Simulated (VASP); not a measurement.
Input of a VASP 6.6.1 run:

The input INCAR:

```
PREC = Accurate
ENCUT = 520
EDIFF = 1E-6
ISMEAR = -1
SIGMA = 0.02
LREAL = F
LASPH = T
NELM = 60
ALGO = Normal
ISIF = 2
LWAVE = F
LCHARG = T
GGA = PE
LELF = T
LVHAR = T
NBANDS = 16
```

The input KPOINTS:

```
Automatic mesh
0
Gamma
  12 12 6
```

The input POSCAR:

```
BN
1.0
    2.5439499996      0.0000000000      0.0000000000
   -1.2719749998      2.2031253256      0.0000000000
    0.0000000000      0.0000000000      4.1236590347
B N
2 2
Direct
    0.3333333333      0.6666666667      0.0001020310
    0.6666666667      0.3333333333      0.5001020310
    0.3333333333      0.6666666667      0.3748979690
    0.6666666667      0.3333333333      0.8748979690
```

Potentials or basis: VASP PAW PBE potentials, release 64 (B, N).

Run with:

```console
$ cat potpaw_PBE.64/B/POTCAR potpaw_PBE.64/N/POTCAR > POTCAR
$ mpirun -np 1 vasp_std > vasp.out
```

Question: Estimate the largest force.

Answer: 0.024 eV/Å.

Question: What does it give for the band gap on the k mesh?

Answer: 5.24 eV (least direct gap 8.27 eV).

Stress tensor (GPa, compression positive):
```
 6.44  0.00  0.00
 0.00  6.44  0.00
 0.00  0.00 27.47
```

Caveat: the cell differs from its parent crystal (uniaxial z strain -2.0%); the cell stands under pressure. A k mesh can miss the band edges.
